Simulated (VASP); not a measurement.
Here is a VASP 6.6.1 calculation.

File INCAR:

```
ALGO = Normal
EDIFF = 1E-6
ENCUT = 520
GGA = PE
ISIF = 2
ISMEAR = 0
LASPH = True
LCHARG = False
LREAL = False
LWAVE = False
NBANDS = 36
NELM = 60
PREC = Accurate
SIGMA = 0.1
```

Contents of KPOINTS:

```
k-points
0
Gamma
  12 12 2
```

POSCAR

```
Mg3Sn3N
1.0
    3.3037659369      0.0000000000      0.0000000000
   -1.6518829684      2.8611452295      0.0000000000
    0.0000000000      0.0000000000     15.7666383560
Mg Sn N
3 3 1
Direct
    0.3333333333      0.6666666667      0.0627608470
    0.6666666667      0.3333333333      0.9319685527
    0.3333333333      0.6666666667      0.7592385729
    0.6666666667      0.3333333333      0.4143519774
    0.0000000000      0.0000000000      0.5954876761
    0.0000000000      0.0000000000      0.2371025648
    0.0000000000      0.0000000000     -0.0009101908
```

Potentials or basis: VASP PAW PBE potentials, release 64 (Mg, Sn_d, N).

Command:

```sh
$ cat potpaw_PBE.64/Mg/POTCAR potpaw_PBE.64/Sn_d/POTCAR potpaw_PBE.64/N/POTCAR > POTCAR
$ mpirun -np 1 vasp_std > vasp.out
```

Problem. Estimate the pressure.

Solution. -0.2 GPa.

Problem. Estimate the band gap on the k mesh.

Solution. Zero (an odd number of electrons rules out a gap without spin polarisation).

Forces on the atoms (eV/Å):
```
Mg   0.000  0.000 -0.035
Mg   0.000  0.000  0.034
Mg   0.000  0.000  0.003
Sn   0.000  0.000  0.001
Sn   0.000  0.000  0.006
Sn   0.000  0.000 -0.009
N    0.000  0.000  0.000
```

Caveat: spin-orbit coupling is left out, which moves the levels of the heavy elements.
